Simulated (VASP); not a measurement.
## TiO: single point with PBEsol

The system is TiO.

```
Ti O
1.0
     2.92800    0.00000    0.00000
    -1.46400    2.53572    0.00000
     0.00000    0.00000    3.01730
Ti O
1 1
Direct
  0.66667 0.33333 0.00000
  0.00000 0.00000 0.50000
```

- Program: VASP 6.6.1
- Task: single point
- Functional: PBEsol
- Potentials or basis: VASP PAW PBE potentials, release 64 (Ti_sv, O)
- Cutoff: 520 eV
- k mesh: 18 × 18 × 16
- Occupations: gaussian, width 0.15 eV
- Spin: no spin polarisation
- Dipole correction: no
- Further INCAR settings: ALGO = Normal; EDIFF = 1e-06; NBANDS = 16

* Pressure: -30.5 GPa
* Band gap on the k mesh: zero (band 9 reaches 9.29 eV, above the bottom of band 10 at 9.28 eV)

Stress tensor (GPa, compression positive):
```
-26.38   0.00   0.00
  0.00 -26.38   0.00
  0.00   0.00 -38.62
```

Levels at points of the mesh, in eV from the Fermi level:
| k point | band 7 | band 8 | band 9 | band 10 | band 11 | band 12 |
| --- | --- | --- | --- | --- | --- | --- |
| (0.00, 0.00, 0.00) | -4.74 | -4.74 | -2.58 | 0.87 | 1.28 | 1.28 |
| (0.50, 0.00, 0.00) | -5.75 | -4.65 | -2.01 | 1.31 | 1.67 | 2.22 |
| (0.00, 0.00, 0.50) | -4.45 | -4.45 | 0.05 | 0.05 | 0.39 | 1.68 |
| (0.50, 0.00, 0.50) | -6.98 | -5.57 | -0.80 | 1.27 | 2.37 | 2.48 |

Wall time 47 s on 1 thread of Intel(R) Xeon(R) 6975P-C (Granite Rapids) (shared host), peak memory 0.23 GiB.

Caveat: the PAW data sets were made with another functional, which shifts forces and pressure a little; semilocal functionals often make such compounds metallic where correlation or magnetic order opens a gap, which also shifts bond lengths.
